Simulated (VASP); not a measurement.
# Pt in VASP: further runs, part 2 of 2

VASP 6.6.1.

## Step 3: Relaxation of cell and atoms, r2SCAN

This run uses another cell than the first one: it holds 1 atom, not 2.

POSCAR reads:

```
Pt
1.0
    0.0000000000      1.9579000000      1.9579000000
    1.9579000000      0.0000000000      1.9579000000
    1.9579000000      1.9579000000      0.0000000000
Pt
1
Direct
    0.0000000000      0.0000000000      0.0000000000
```

INCAR.step1 reads:

```
SYSTEM = Pt
ALGO     = Normal         ! electronic algorithm
EDIFF    = 1E-4           ! SCF threshold, eV
ENCUT    = 600            ! plane-wave cutoff, eV
GGA      = PE             ! functional
ISMEAR   = 0              ! smearing method
LASPH    = .TRUE.         ! aspherical terms in the spheres
LCHARG   = .FALSE.        ! write CHGCAR
LREAL    = .FALSE.        ! projectors in reciprocal space
LWAVE    = .TRUE.         ! write WAVECAR
NELM     = 100            ! most SCF steps
PREC     = Accurate       ! precision mode
SIGMA    = 0.1            ! smearing width, eV
```

INCAR.step2 reads:

```
SYSTEM = Pt
ALGO     = Normal         ! electronic algorithm
EDIFF    = 1E-6           ! SCF threshold, eV
EDIFFG   = -0.005         ! ionic threshold
ENCUT    = 600            ! plane-wave cutoff, eV
IBRION   = 2              ! ionic algorithm
ISIF     = 3              ! what is computed and relaxed
ISMEAR   = 0              ! smearing method
ISTART   = 1            
LASPH    = .TRUE.         ! aspherical terms in the spheres
LCHARG   = .FALSE.        ! write CHGCAR
LMIXTAU  = .TRUE.       
LREAL    = .FALSE.        ! projectors in reciprocal space
LWAVE    = .FALSE.        ! write WAVECAR
METAGGA  = R2SCAN         ! meta-GGA
NELM     = 100            ! most SCF steps
NSW      = 100            ! ionic steps
PREC     = Accurate       ! precision mode
SIGMA    = 0.1            ! smearing width, eV
```

KPOINTS reads:

```
k-points
0
G
  18 18 18
  0 0 0
```

Potentials or basis: VASP PAW PBE potentials, release 64 (Pt).

Started as:

```sh
$ cat potpaw_PBE.64/Pt/POTCAR > POTCAR
$ cp INCAR.step1 INCAR
$ mpirun -np 1 vasp_std > vasp.out
$ cp INCAR.step2 INCAR
$ mpirun -np 1 vasp_std > vasp.out
```

OUTCAR:

```text
SYSTEM = Pt
   EDIFF = 1E-6
   EDIFFG = -0.005
   ENCUT = 600
   IBRION = 2
   ISIF = 3
   ISMEAR = 0
   ISTART = 1
   LASPH = .TRUE.
   LREAL = .FALSE.
   METAGGA = R2SCAN
   NELM = 100
   NSW = 100
   PREC = Accurate

 ion  position               nearest neighbor table
   1  0.000  0.000  0.000-

  LATTYP: Found a face centered cubic cell.
 ALAT       =     3.9158000000

  Lattice vectors:

 A1 = (   0.0000000000,   1.9579000000,   1.9579000000)
 A2 = (   1.9579000000,   0.0000000000,   1.9579000000)
 A3 = (   1.9579000000,   1.9579000000,   0.0000000000)

Analysis of symmetry for initial positions (statically):
=====================================================================
 Subroutine PRICEL returns:
 Original cell was already a primitive cell.

 Routine SETGRP: Setting up the symmetry group for a
 face centered cubic supercell.

 Subroutine GETGRP returns: Found 48 space group operations
 (whereof 48 operations were pure point group operations)
 out of a pool of 48 trial point group operations.

The static configuration has the point symmetry O_h .

Analysis of symmetry for dynamics (positions and initial velocities):
=====================================================================
 Subroutine PRICEL returns:
 Original cell was already a primitive cell.

 Routine SETGRP: Setting up the symmetry group for a
 face centered cubic supercell.

 Subroutine GETGRP returns: Found 48 space group operations
 (whereof 48 operations were pure point group operations)
 out of a pool of 48 trial point group operations.

The dynamic configuration has the point symmetry O_h .

 Subroutine INISYM returns: Found 48 space group operations
 (whereof 48 operations are pure point group operations),
 and found     1 'primitive' translations

----------------------------------------------------------------------------------------

                                     Primitive cell

  volume of cell :      15.0107

  direct lattice vectors                    reciprocal lattice vectors
[... 131 lines left out ...]
  ext. energy  EPLUGINS =         0.00000000
  ---------------------------------------------------
  free energy    TOTEN  =       -51.49481752 eV

  energy without entropy =      -51.48475822  energy(sigma->0) =      -51.48978787

------------------------ aborting loop because EDIFF is reached ----------------------------------------

  FORCE on cell =-STRESS in cart. coord.  units (eV):
  Direction    XX          YY          ZZ          XY          YZ          ZX
  --------------------------------------------------------------------------------------
  -------------------------------------------------------------------------------------
  Total        0.5799164      0.5799164      0.5799164      0.0000000      0.0000000      0.0000000
  in kB       61.8976950     61.8976950     61.8976950      0.0000000      0.0000000      0.0000000
  external PRESSURE =      61.8976950 kB  Pullay stress =       0.0000000 kB
[... 22 lines left out ...]
--------------------------------------- Ionic step        2  -------------------------------------------

 number of electron       9.9999999 magnetization

 E-fermi :   9.5768     XC(G=0): -14.0848

 val. band max:        9.5760052550   @ k =  -0.2778   0.3889   0.1667
 cond. band min:       9.5820980379   @ k =   0.5000   0.2778   0.0556
 fundamental gap:      0.0060927829
 Fermi energy:         9.5767874410

 k-point     1 :       0.0000    0.0000    0.0000
  band No.  band energies     occupation
      1      -0.0347      2.00000
      2       6.1298      2.00000
      3       6.1298      2.00000
      4       6.1298      2.00000
      5       8.0237      2.00000
      6       8.0237      2.00000
      7      25.2433      0.00000
      8      29.9535      0.00000
      9      29.9535      0.00000
[... 339 lines left out ...]
  FREE ENERGIE OF THE ION-ELECTRON SYSTEM (eV)
  ---------------------------------------------------
  free  energy   TOTEN  =       -51.5008707694 eV

  energy  without entropy=      -51.4904943541  energy(sigma->0) =      -51.49568256

[... ionic steps 4 to 15 ...]

--------------------------------------- Ionic step       16  -------------------------------------------

 number of electron      10.0000001 magnetization

------------------------ aborting loop because EDIFF is reached ----------------------------------------
[... 65 lines left out ...]
--------------------------------------- Ionic step       18  -------------------------------------------

 number of electron      10.0000001 magnetization

 Free energy of the ion-electron system (eV)
  ---------------------------------------------------
  ext. energy  EPLUGINS =         0.00000000
  ---------------------------------------------------
  free energy    TOTEN  =       -51.50087455 eV

  energy without entropy =      -51.49050392  energy(sigma->0) =      -51.49568924

 E-fermi :  10.6968     XC(G=0): -14.5168

 val. band max:       10.6933754700   @ k =   0.4444   0.1111   0.0000
 cond. band min:      10.6968902473   @ k =  -0.2778   0.3889   0.1667
 fundamental gap:      0.0035147773
 Fermi energy:        10.6967767669

 k-point     1 :       0.0000    0.0000    0.0000
  band No.  band energies     occupation
      1       0.3938      2.00000
      2       6.8836      2.00000
      3       6.8836      2.00000
      4       6.8836      2.00000
      5       8.9881      2.00000
      6       8.9881      2.00000
      7      26.2231      0.00000
      8      31.2958      0.00000
      9      31.2958      0.00000
[... 304 lines left out ...]
  FREE ENERGIE OF THE ION-ELECTRON SYSTEM (eV)
  ---------------------------------------------------
  free  energy   TOTEN  =       -51.5008745545 eV

  energy  without entropy=      -51.4905039164  energy(sigma->0) =      -51.49568924

 reached required accuracy - stopping structural energy minimisation
```

OUTCAR.step1:

```text
SYSTEM = Pt
   EDIFF = 1E-4
   ENCUT = 600
   GGA = PE
   ISMEAR = 0
   LASPH = .TRUE.
[... 508 lines left out ...]
 -----------------------------------------------------------------------------------
      0.00000      0.00000      0.00000         0.000000      0.000000      0.000000
 -----------------------------------------------------------------------------------
    total drift:                                0.000000      0.000000     -0.000000

  FREE ENERGIE OF THE ION-ELECTRON SYSTEM (eV)
  ---------------------------------------------------
  free  energy   TOTEN  =        -6.0801395334 eV

  energy  without entropy=       -6.0695513346  energy(sigma->0) =       -6.07484543
```

OSZICAR.step1:

```text
N       E                     dE             d eps       ncg     rms          rms(c)
DAV:   1     0.426527033306E+02    0.42653E+02   -0.60522E+03  3542   0.117E+03
DAV:   2    -0.597154008003E+01   -0.48624E+02   -0.47013E+02  3679   0.202E+02
DAV:   3    -0.645643827590E+01   -0.48490E+00   -0.47859E+00  4278   0.207E+01
DAV:   4    -0.645790400598E+01   -0.14657E-02   -0.14656E-02  3968   0.119E+00
DAV:   5    -0.645791415557E+01   -0.10150E-04   -0.10149E-04  3977   0.923E-02    0.131E+01
DAV:   6    -0.612364830653E+01    0.33427E+00   -0.84333E-01  3591   0.844E+00    0.694E+00
DAV:   7    -0.608377676048E+01    0.39872E-01   -0.16490E-01  3723   0.362E+00    0.253E+00
DAV:   8    -0.608037357328E+01    0.34032E-02   -0.79240E-03  3740   0.877E-01    0.579E-01
DAV:   9    -0.608013583530E+01    0.23774E-03   -0.27385E-04  3368   0.165E-01    0.391E-02
DAV:  10    -0.608013953338E+01   -0.36981E-05   -0.45439E-06  1809   0.190E-02
   1 F= -.60801395E+01 E0= -.60748454E+01  d E =-.105882E-01
```

It took 18 min on 1 thread of AMD EPYC 7R43 (Zen 3), shared host; peak memory 0.15 GiB.

What came out:

| Quantity | Value |
| --- | --- |
| Free energy | -51.5009 eV |
| Relaxed volume | 15.34 Å³/atom |
| Relaxed cell | a = 2.789 Å, b = 2.789 Å, c = 2.789 Å, α = 60.00°, β = 60.00°, γ = 60.00° |
| Space group after relaxing (to 0.05 Å) | Fm-3m (No. 225) |
| Energy gained by relaxing | 6.1 meV/atom |
| Ionic steps | 18 |
| Pressure after relaxing | 0.0 GPa |
| Band gap on the k mesh | zero (band 5 reaches 11.20 eV, above the bottom of band 6 at 8.89 eV) |

The path:
```
step  energy change (eV)  largest force (eV/Å)  pressure (GPa)  volume (Å³)
   1              0.0000                0.0000            6.19        15.01
   2              0.0399                0.0000          -14.14        16.31
   3             -0.0061                0.0000           -0.12        15.34
   4             -0.0061                0.0000           -0.06        15.34
   5             -0.0061                0.0000            0.08        15.33
   6             -0.0061                0.0000            0.11        15.33
   7             -0.0061                0.0000            0.12        15.33
   8             -0.0061                0.0000            0.11        15.33
   9             -0.0061                0.0000            0.11        15.33
  10             -0.0061                0.0000            0.11        15.33
  11             -0.0061                0.0000            0.11        15.33
  12             -0.0061                0.0000            0.11        15.33
  13             -0.0061                0.0000            0.11        15.33
  14             -0.0061                0.0000            0.11        15.33
  15             -0.0061                0.0000            0.10        15.33
  16             -0.0061                0.0000            0.10        15.33
  17             -0.0061                0.0000            0.06        15.33
  18             -0.0061                0.0000            0.00        15.34
```

Final structure:
```
CELL_PARAMETERS angstrom
0.00000 1.97195 1.97195
1.97195 0.00000 1.97195
1.97195 1.97195 0.00000
ATOMIC_POSITIONS crystal
Pt 0.00000 0.00000 0.00000
```

Caveat: the PAW data sets were made with another functional, which shifts forces and pressure a little; spin-orbit coupling is left out, which moves the levels of the heavy elements.

## Step 4: Single point, r2SCAN

This run uses another cell than the first one: it holds 1 atom, not 2.

POSCAR reads:

```
Pt
1.0
    0.0000000000      1.9701103811      1.9701103811
    1.9701103811      0.0000000000      1.9701103811
    1.9701103811      1.9701103811      0.0000000000
Pt
1
Direct
    0.0000000000      0.0000000000      0.0000000000
```

INCAR.step1 reads:

```
SYSTEM = Pt
PREC     = Accurate       ! precision mode
ENCUT    = 550            ! plane-wave cutoff, eV
ISMEAR   = 0              ! smearing method
SIGMA    = 0.15           ! smearing width, eV
LREAL    = .FALSE.        ! projectors in reciprocal space
LASPH    = .TRUE.         ! aspherical terms in the spheres
NELM     = 120            ! most SCF steps
NBANDS   = 11             ! bands
GGA      = PE             ! functional
ALGO     = Normal         ! electronic algorithm
EDIFF    = 1E-5           ! SCF threshold, eV
LWAVE    = .TRUE.         ! write WAVECAR
LCHARG   = .FALSE.        ! write CHGCAR
GGA_COMPAT= .FALSE.
```

INCAR.step2 reads:

```
SYSTEM = Pt
PREC     = Accurate       ! precision mode
ENCUT    = 550            ! plane-wave cutoff, eV
EDIFF    = 1E-6           ! SCF threshold, eV
ISMEAR   = 0              ! smearing method
SIGMA    = 0.15           ! smearing width, eV
LREAL    = .FALSE.        ! projectors in reciprocal space
LASPH    = .TRUE.         ! aspherical terms in the spheres
NELM     = 120            ! most SCF steps
ALGO     = Normal         ! electronic algorithm
ISIF     = 2              ! what is computed and relaxed
LWAVE    = .FALSE.        ! write WAVECAR
LCHARG   = .FALSE.        ! write CHGCAR
METAGGA  = R2SCAN         ! meta-GGA
LMIXTAU  = .TRUE.       
NBANDS   = 11             ! bands
ISTART   = 1            
GGA_COMPAT= .FALSE.
```

KPOINTS reads:

```
regular mesh
0
G
  26 26 26
  0 0 0
```

Started as:

```sh
$ cat potpaw_PBE.64/Pt/POTCAR > POTCAR
$ cp INCAR.step1 INCAR
$ mpirun -np 1 vasp_std > vasp.out
$ cp INCAR.step2 INCAR
$ mpirun -np 1 vasp_std > vasp.out
```

Run time: 5.6 min. Hardware: 1 thread of Intel Xeon 8259CL, shared host; peak memory 0.23 GiB.

Results (log left out):

| Quantity | Value |
| --- | --- |
| Free energy | -51.5100 eV |
| Pressure | 0.8 GPa |
| Band gap on the k mesh | zero (band 5 reaches 11.26 eV, above the bottom of band 6 at 8.93 eV) |

Levels at points of the mesh, in eV from the Fermi level:
```tsv
k point	band 1	band 2	band 3	band 4	band 5	band 6	band 7	band 8	band 9	band 10
(0.00, 0.00, 0.00)	-10.33	-3.82	-3.82	-3.82	-1.71	-1.71	15.53	20.62	20.62	20.62
(0.50, 0.00, 0.00)	-7.42	-3.92	-3.92	-0.24	0.03	0.03	6.05	15.17	19.86	19.86
(0.50, 0.50, 0.00)	-7.13	-6.71	-0.06	0.51	0.51	1.98	9.19	11.98	11.98	21.12
```

Caveat: the PAW data sets were made with another functional, which shifts forces and pressure a little; spin-orbit coupling is left out, which moves the levels of the heavy elements.

## Step 5: Single point, r2SCAN

This run uses another cell than the first one: it holds 1 atom, not 2.

POSCAR is that of step 4.

INCAR.step1 reads:

```
ALGO = Normal
EDIFF = 1E-5
ENCUT = 550
GGA = PE
GGA_COMPAT = False
ISMEAR = 0
LASPH = True
LCHARG = False
LREAL = False
LWAVE = True
NBANDS = 11
NELM = 120
PREC = Accurate
SIGMA = 0.15
```

INCAR.step2 reads:

```
ALGO = Normal
EDIFF = 1E-6
ENCUT = 550
GGA_COMPAT = False
ISIF = 2
ISMEAR = 0
ISTART = 1
LASPH = True
LCHARG = False
LMIXTAU = True
LREAL = False
LWAVE = False
METAGGA = R2SCAN
NBANDS = 11
NELM = 120
PREC = Accurate
SIGMA = 0.15
```

KPOINTS reads:

```
k-points
0
Gamma
  28 28 28
```

Started as:

```sh
$ cat potpaw_PBE.64/Pt/POTCAR > POTCAR
$ cp INCAR.step1 INCAR
$ mpirun -np 1 vasp_std > vasp.out
$ cp INCAR.step2 INCAR
$ mpirun -np 1 vasp_std > vasp.out
```

Wall time 6.2 min (1 thread of Intel Xeon 8259CL, shared host); peak memory 0.25 GiB.

It converged, with:

```yaml
Free_energy: -51.5105 eV
Pressure: 0.8 GPa
Band_gap_on_the_k_mesh: zero (band 5 reaches 11.26 eV, above the bottom of band 6 at 8.93 eV)
```

Levels at points of the mesh, in eV from the Fermi level:
```tsv
k point	band 3	band 4	band 5	band 6	band 7	band 8
(0.00, 0.00, 0.00)	-3.83	-3.83	-1.71	-1.71	15.52	20.61
(0.50, 0.00, 0.00)	-3.92	-0.24	0.03	0.03	6.05	15.16
(0.50, 0.50, 0.00)	-0.06	0.51	0.51	1.98	9.19	11.98
```

Caveat: the PAW data sets were made with another functional, which shifts forces and pressure a little; spin-orbit coupling is left out, which moves the levels of the heavy elements.

## Step 6: The runs side by side

```tsv
task	cell	k mesh	cutoff (eV)	smearing	gap on the mesh (eV)	pressure (GPa)
single point	a = 2.786, b = 2.786, c = 3.901 Å, 2 atoms	18 × 18 × 14	520	gaussian 0.1 eV	none	3.5
relaxation of cell and atoms	relaxed from a = 2.769 Å, angles 60.0°, 1 atom	18 × 18 × 18	600	gaussian 0.1 eV	none	0.0
single point	a = 2.786 Å, angles 60.0°, 1 atom	26 × 26 × 26	550	gaussian 0.15 eV	none	0.8
single point	a = 2.786 Å, angles 60.0°, 1 atom	28 × 28 × 28	550	gaussian 0.15 eV	none	0.8
```

Alike in all rows: level r2SCAN; potentials or basis VASP PAW PBE potentials, release 64 (Pt); no spin polarisation.

Caveats: the PAW data sets were made with another functional, which shifts forces and pressure a little; spin-orbit coupling is left out, which moves the levels of the heavy elements.

Absolute energies hang on the potentials; compare differences alone.
